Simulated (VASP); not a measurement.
# Al (Fm-3m) in VASP: a series of runs

The runs below take Al through single point, relaxation of cell and atoms, with PBE exchange alone, RPBE, r2SCAN+rVV10, PBE, PBEsol.

All numbers are computed with VASP 6.6.1; they aren't measurements. Logs are shortened: lines on timing, memory, paths and dates and some standing lists are left out, and cuts for length are marked.

## (1) The cell of the first run

It takes space group Fm-3m (No. 225, cubic). The conventional cell has a = 4.050 Å, b = 4.050 Å, c = 4.050 Å, α = 90.00°, β = 90.00°, γ = 90.00°. Al (site symmetry m-3m) has 12 Al at 2.86 Å within 3.8 Å.

## (2) Single point, PBE exchange alone

The input, INCAR:

```
AGGAC = 0.0
ALDAC = 0.0
ALGO = Fast
EDIFF = 1E-7
ENCUT = 520
GGA = PE
ISIF = 2
ISMEAR = -1
LASPH = T
LCHARG = F
LREAL = F
LWAVE = F
NBANDS = 8
NELM = 60
PREC = Accurate
SIGMA = 0.05
```

The input, KPOINTS:

```
k-points
0
Gamma
  11 11 11
```

The input, POSCAR:

```
Al
1.0
    0.0000000000      2.0248050000      2.0248050000
    2.0248050000      0.0000000000      2.0248050000
    2.0248050000      2.0248050000      0.0000000000
Al
1
Direct
    0.0000000000      0.0000000000      0.0000000000
```

Potentials or basis: VASP PAW PBE potentials, release 64 (Al).

Run with:

```console
> cat potpaw_PBE.64/Al/POTCAR > POTCAR
> mpirun -np 1 vasp_std > vasp.out
```

OUTCAR:

```text
EDIFF = 1E-7
   ENCUT = 520
   GGA = PE
   ISIF = 2
   ISMEAR = -1
   LASPH = T
   LREAL = F
   NELM = 60
   PREC = Accurate

 ion  position               nearest neighbor table
   1  0.000  0.000  0.000-

  LATTYP: Found a face centered cubic cell.
 ALAT       =     4.0496100000

  Lattice vectors:

 A1 = (   0.0000000000,   2.0248050000,   2.0248050000)
 A2 = (   2.0248050000,   0.0000000000,   2.0248050000)
 A3 = (   2.0248050000,   2.0248050000,   0.0000000000)

Analysis of symmetry for initial positions (statically):
=====================================================================
 Subroutine PRICEL returns:
 Original cell was already a primitive cell.

 Routine SETGRP: Setting up the symmetry group for a
 face centered cubic supercell.

 Subroutine GETGRP returns: Found 48 space group operations
[... 9 lines left out ...]

 Routine SETGRP: Setting up the symmetry group for a
 face centered cubic supercell.

 Subroutine GETGRP returns: Found 48 space group operations
 (whereof 48 operations were pure point group operations)
 out of a pool of 48 trial point group operations.

The dynamic configuration has the point symmetry O_h .

 Subroutine INISYM returns: Found 48 space group operations
 (whereof 48 operations are pure point group operations),
 and found     1 'primitive' translations

----------------------------------------------------------------------------------------

                                     Primitive cell

  volume of cell :      16.6027

  direct lattice vectors                    reciprocal lattice vectors
     0.000000000  2.024805000  2.024805000    -0.246937359  0.246937359  0.246937359
     2.024805000  0.000000000  2.024805000     0.246937359 -0.246937359  0.246937359
     2.024805000  2.024805000  0.000000000     0.246937359  0.246937359 -0.246937359

  length of vectors
     2.863506692  2.863506692  2.863506692     0.427708053  0.427708053  0.427708053

  position of ions in fractional coordinates (direct lattice)
     0.000000000  0.000000000  0.000000000

  ion indices of the primitive-cell ions
   primitive index   ion index
                 1           1

----------------------------------------------------------------------------------------

 KPOINTS: k-points

Automatic generation of k-mesh.
 Grid dimensions read from file:
 generate k-points for:   11   11   11

 Generating k-lattice:

  Cartesian coordinates                     Fractional coordinates (reciprocal lattice)
    -0.022448851  0.022448851  0.022448851     0.090909091  0.000000000  0.000000000
     0.022448851 -0.022448851  0.022448851     0.000000000  0.090909091  0.000000000
     0.022448851  0.022448851 -0.022448851     0.000000000  0.000000000  0.090909091

  Length of vectors
     0.038882550  0.038882550  0.038882550

  Shift w.r.t. Gamma in fractional coordinates (k-lattice)
     0.000000000  0.000000000  0.000000000

 Subroutine IBZKPT returns following result:
 ===========================================

 Found     56 irreducible k-points:

 Following reciprocal coordinates:
            Coordinates               Weight
  0.000000  0.000000  0.000000      1.000000
  0.090909  0.000000  0.000000      8.000000
  0.181818  0.000000  0.000000      8.000000
  0.272727  0.000000  0.000000      8.000000
  0.363636  0.000000  0.000000      8.000000
  0.454545  0.000000  0.000000      8.000000
[... 16 lines left out ...]
 -0.272727  0.181818  0.000000     24.000000
 -0.181818  0.181818  0.000000     12.000000
 [... further k-points ...]
   k-points           NKPTS =     56   k-points in BZ     NKDIM =     56   number of bands    NBANDS=      8
   number of dos      NEDOS =    301   number of ions     NIONS =      1
   total plane-waves  NPLWV =  13824
   dimension x,y,z NGX =    24 NGY =   24 NGZ =   24
   dimension x,y,z NGXF=    48 NGYF=   48 NGZF=   48
   ions per type =               1
   NGX,Y,Z   is equivalent  to a cutoff of  13.93, 13.93, 13.93 a.u.
   NGXF,Y,Z  is equivalent  to a cutoff of  27.87, 27.87, 27.87 a.u.
 SYSTEM =  unknown system
   PREC   = accura    normal or accurate (medium, high low for compatibility)
   ISTART =      0    job   : 0-new  1-cont  2-samecut
   ICHARG =      2    charge: 1-file 2-atom 10-const
   ISPIN  =      1    spin polarized calculation?
   LNONCOLLINEAR =      F non collinear calculations
   LSORBIT =      F    spin-orbit coupling
   LASPH  =      T    aspherical Exc in radial PAW
   ENCUT  =  520.0 eV  38.22 Ry    6.18 a.u.   5.32  5.32  5.32*2*pi/ulx,y,z
   NELM   =     60;   NELMIN=  2; NELMDL= -5     # of ELM steps
   EDIFF  = 0.1E-06   stopping-criterion for ELM
   LREAL  =      F    real-space projection
   EDIFFG = 0.1E-05   stopping-criterion for IOM
   NSW    =      0    number of steps for IOM
   IBRION =     -1    ionic relax: 0-MD 1-quasi-New 2-CG
   NFREE  =      0    steps in history (QN), initial steepest desc. (CG)
   ISIF   =      2    stress and relaxation
   ISYM   =      2    0-nonsym 1-usesym 2-fastsym
   POTIM  = 0.5000    time-step for ionic-motion
   TEBEG  =    0.0;   TEEND  =   0.0 temperature during run
   PSTRESS=    0.0 pullay stress
   NELECT =       3.0000    total number of electrons
   NUPDOWN=      -1.0000    fix difference up-down
   EMIN   =  10.00;   EMAX   =-10.00  energy-range for DOS
   EFERMI =   0.00;   METHOD = LEGACY
   ISMEAR =    -1;   SIGMA  =   0.05  broadening in eV -4-tet -1-fermi 0-gaus
   EFERMI_NEDOS =   21; number of points for ismear=-14 and -15
   IALGO  =     68    algorithm
   IMIX   =      4    mixing-type and parameters
     AMIX     =   0.40;   BMIX     =  1.00
     AMIX_MAG =   1.60;   BMIX_MAG =  1.00
  volume/ion in A,a.u.               =      16.60       112.04
  Fermi-wavevector in a.u.,A,eV,Ry     =   0.925526  1.748991 11.654733  0.856599
  Thomas-Fermi vector in A             =   2.051390
   LORBIT       =      0    0 simple, 1 ext, 2 COOP (PROOUT), +10 PAW based schemes
   GGA     = PE    functional components
   LHFCALC =     F    Hartree Fock is set to
   AEXX    =    0.0000 exact exchange contribution
   IVDW    =     0    specifies the selected vdW correction
   LEPSILON=     F    determine dielectric tensor
   LRPA    =     F    only Hartree local field effects (RPA)
 non-spin polarized calculation
 RMM-DIIS sequential band-by-band and
  energy-cutoff  :      520.00
  volume of cell :       16.60
 maximum number of plane-waves:       459
 NGX is ok and might be reduce to    24
   NGX = 11   NGY = 11   NGZ = 11

 number of electron       3.0000000 magnetization

 Free energy of the ion-electron system (eV)
  ---------------------------------------------------
  ext. energy  EPLUGINS =         0.00000000
  ---------------------------------------------------
  free energy    TOTEN  =        -1.93272698 eV

  energy without entropy =       -1.92874145  energy(sigma->0) =       -1.93073422

 E-fermi :   9.4243     XC(G=0):  -8.6766

 val. band max:        9.2041962847   @ k =  -0.4545   0.4545   0.0909
 cond. band min:       9.4284724335   @ k =   0.4545   0.1818   0.0909
 fundamental gap:      0.2242761488
 Fermi energy:         9.4242675614

 k-point     1 :       0.0000    0.0000    0.0000
  band No.  band energies     occupation
      1      -1.6819      2.00000
      2      21.9479      0.00000
      3      21.9479      0.00000
      4      21.9479      0.00000
      5      23.3460      0.00000
      6      23.3460      0.00000
      7      23.3460      0.00000
      8      25.8480      0.00000

 k-point     2 :       0.0909    0.0000    0.0000
  band No.  band energies     occupation
      1      -1.4584      2.00000
      2      19.0332      0.00000
      3      21.2917      0.00000
      4      21.2917      0.00000
      5      24.0659      0.00000
      6      24.3315      0.00000
      7      24.3315      0.00000
      8      27.6145      0.00000

 k-point     3 :       0.1818    0.0000    0.0000
  band No.  band energies     occupation
      1      -0.7899      2.00000
      2      15.4034      0.00000
      3      20.5571      0.00000
      4      20.5571      0.00000
      5      23.8672      0.00000
      6      25.1433      0.00000
      7      25.1433      0.00000
      8      26.7542      0.00000

 k-point     4 :       0.2727    0.0000    0.0000
  band No.  band energies     occupation
      1       0.3174      2.00000
      2      11.9899      0.00000
      3      20.1484      0.00000
      4      20.1484      0.00000
      5      23.6477      0.00000
      6      23.6477      0.00000
      7      23.6763      0.00000
      8      27.7701      0.00000

 k-point     5 :       0.3636    0.0000    0.0000
  band No.  band energies     occupation
      1       1.8536      2.00000
      2       8.8954      1.99995
      3      20.1036      0.00000
      4      20.1036      0.00000
      5      22.2305      0.00000
      6      22.2305      0.00000
      7      23.7600      0.00000
      8      26.2623      0.00000
[... 177 lines left out ...]
 k-point    22 :      -0.3636    0.1818    0.0000
  band No.  band energies     occupation
      1       3.8759      2.00000
      2       7.7561      2.00000
      3      14.0583      0.00000
      4      18.3836      0.00000
      5      20.3119      0.00000
      6      24.7565      0.00000
      7      27.3683      0.00000
      8      30.3076      0.00000

 k-point    23 :      -0.2727    0.1818    0.0000
  band No.  band energies     occupation
      1       2.0715      2.00000
      2      10.5352      0.00000
      3      13.9206      0.00000
      4      19.5918      0.00000
      5      21.6109      0.00000
      6      24.5348      0.00000
      7      26.9195      0.00000
      8      27.4569      0.00000

 k-point    24 :      -0.1818    0.1818    0.0000
  band No.  band energies     occupation
      1       0.6847      2.00000
      2      13.1985      0.00000
      3      14.6456      0.00000
      4      21.1577      0.00000
      5      23.2305      0.00000
      6      24.2538      0.00000
      7      25.3644      0.00000
      8      26.2809      0.00000

 [... further k-points ...]
[... 5 lines left out ...]
  --------------------------------------------------------------------------------------
  -------------------------------------------------------------------------------------
  Total        0.9580407      0.9580407      0.9580407      0.0000000      0.0000000      0.0000000
  in kB       92.4517042     92.4517042     92.4517042      0.0000000      0.0000000      0.0000000
  external PRESSURE =      92.4517042 kB  Pullay stress =       0.0000000 kB

 VOLUME and BASIS-vectors are now :
 -----------------------------------------------------------------------------
  energy-cutoff  :      520.00
  volume of cell :       16.60
      direct lattice vectors                 reciprocal lattice vectors
     0.000000000  2.024805000  2.024805000    -0.246937359  0.246937359  0.246937359
     2.024805000  0.000000000  2.024805000     0.246937359 -0.246937359  0.246937359
     2.024805000  2.024805000  0.000000000     0.246937359  0.246937359 -0.246937359

 POSITION                                       TOTAL-FORCE (eV/Angst)
 -----------------------------------------------------------------------------------
      0.00000      0.00000      0.00000         0.000000      0.000000      0.000000
 -----------------------------------------------------------------------------------
    total drift:                               -0.000000      0.000000      0.000000

  FREE ENERGIE OF THE ION-ELECTRON SYSTEM (eV)
  ---------------------------------------------------
  free  energy   TOTEN  =        -1.9327269772 eV

  energy  without entropy=       -1.9287414536  energy(sigma->0) =       -1.93073422
```

Wall time 2.9 s (1 thread of Intel Xeon 6975P-C (Granite Rapids), shared host); peak memory 0.13 GiB.

What came out:

```yaml
Free_energy: -1.9327 eV
Pressure: 9.2 GPa
```

(Part 1 of 2 ends here.)
